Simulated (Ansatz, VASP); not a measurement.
C in VASP and in Ansatz

```
CELL_PARAMETERS angstrom
2.52210 0.00000 0.00000
-1.26105 2.18420 0.00000
0.00000 0.00000 8.23710
ATOMIC_POSITIONS crystal
C 0.00000 0.00000 0.09375
C 0.00000 0.00000 0.59375
C 0.00000 0.00000 0.40625
C 0.00000 0.00000 0.90625
C 0.33333 0.66667 0.15625
C 0.66667 0.33333 0.65625
C 0.33333 0.66667 0.34375
C 0.66667 0.33333 0.84375
```

Alike in both runs: task relaxation of the atoms; functional PBE; k mesh 12 × 12 × 4; occupations fermi-dirac, width 0.05 eV; no spin polarisation.

|  | VASP | Ansatz |
| --- | --- | --- |
| version | VASP 6.6.1 | Ansatz 0.2.0 |
| potentials or method | VASP PAW PBE potentials, release 64 (C) | plane-wave PAW, scalar-relativistic |
| plane-wave cutoff (eV) | 520 | 420 |
| valence electrons in the cell | 32 | 32 |

Ansatz gave:

| Item | Value |
| --- | --- |
| gap on the k mesh at the Fermi level, each at its own relaxed structure (eV) | 4.46 |

Problem. What did VASP give for the same quantities?

Solution. gap on the k mesh at the Fermi level, each at its own relaxed structure (eV): 4.44.

Ansatz's warnings: stress scf threshold loose.
